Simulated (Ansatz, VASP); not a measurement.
CdSe in VASP and in Ansatz

```xyz
2
Lattice="0.0000 3.0410 3.0410 3.0410 0.0000 3.0410 3.0410 3.0410 0.0000" Properties=species:S:1:pos:R:3 pbc="T T T"
Cd    0.0000    0.0000    0.0000
Se    1.5205    1.5205    1.5205
```

Alike in both runs: task single point; functional HSE06; k mesh 6 × 6 × 6; no spin polarisation.

|  | VASP | Ansatz |
| --- | --- | --- |
| version | VASP 6.6.1 | Ansatz 0.2.0 |
| potentials or method | VASP PAW PBE potentials, release 64 (Cd, Se), cutoff 520 eV | scalar-relativistic, plane waves, PAW |
| occupations | gaussian, width 0.01 eV | fixed |
| valence electrons in the cell | 18 | 36 |

VASP gave:

```
gap on the k mesh at the Fermi level (eV) : 1.55
least direct gap on the mesh (eV)         : 1.55
pressure (GPa)                            : 1.8
```

**Question.** Which values does Ansatz return?

**Answer.** gap on the k mesh at the Fermi level (eV): 1.55; least direct gap on the mesh (eV): 1.55; pressure (GPa): 1.6.

VASP's potentials hold 18 valence electrons a cell and Ansatz's 36, so a difference there can come from the potentials and not from the codes. Ansatz's warnings: stress exchange threshold loose, stress scf threshold loose.
